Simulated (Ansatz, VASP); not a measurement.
# Two plane-wave programs on CaOs3

```xyz
8
Lattice="5.7562 0.0000 0.0000 -2.8781 4.9850 0.0000 0.0000 0.0000 4.5794" Properties=species:S:1:pos:R:3 pbc="T T T"
Ca    0.0000    3.3233    1.1449
Ca    2.8781    1.6617    3.4346
Os    2.8781    3.3908    1.1449
Os   -1.4975    4.1879    3.4346
Os    1.3806    0.7971    1.1449
Os    0.0000    1.5942    3.4346
Os    4.3756    0.7971    1.1449
Os    1.4975    4.1879    3.4346
```

Alike in both runs: functional PBE; k mesh 6 × 6 × 8; occupations gaussian, width 0.1 eV; no spin polarisation.

Ansatz relaxed the structure, and its values are those at the end. VASP's run is a single point on that final structure, the one shown.

|  | VASP | Ansatz |
| --- | --- | --- |
| version | VASP 6.6.1 | Ansatz 0.2.0 |
| potentials or method | VASP PAW PBE potentials, release 64 (Ca_sv, Os), cutoff 520 eV | scalar-relativistic, plane waves, PAW |
| valence electrons in the cell | 68 | 116 |

Ansatz gave:

- gap on the k mesh at the Fermi level (eV): none
- pressure (GPa): 0.0
- rms of the force components (eV/Å): 0.003

Q: Estimate VASP's values.

A: gap on the k mesh at the Fermi level (eV): none; pressure (GPa): 0.2; rms of the force components (eV/Å): 0.004.

A gap of «none» marks a metal or a gap that the smearing closes. With one functional, cell and mesh, what is left measures potentials, basis and numerics. VASP's potentials hold 68 valence electrons a cell and Ansatz's 116, so a difference there can come from the potentials and not from the codes.

Neither program's run includes spin-orbit coupling.
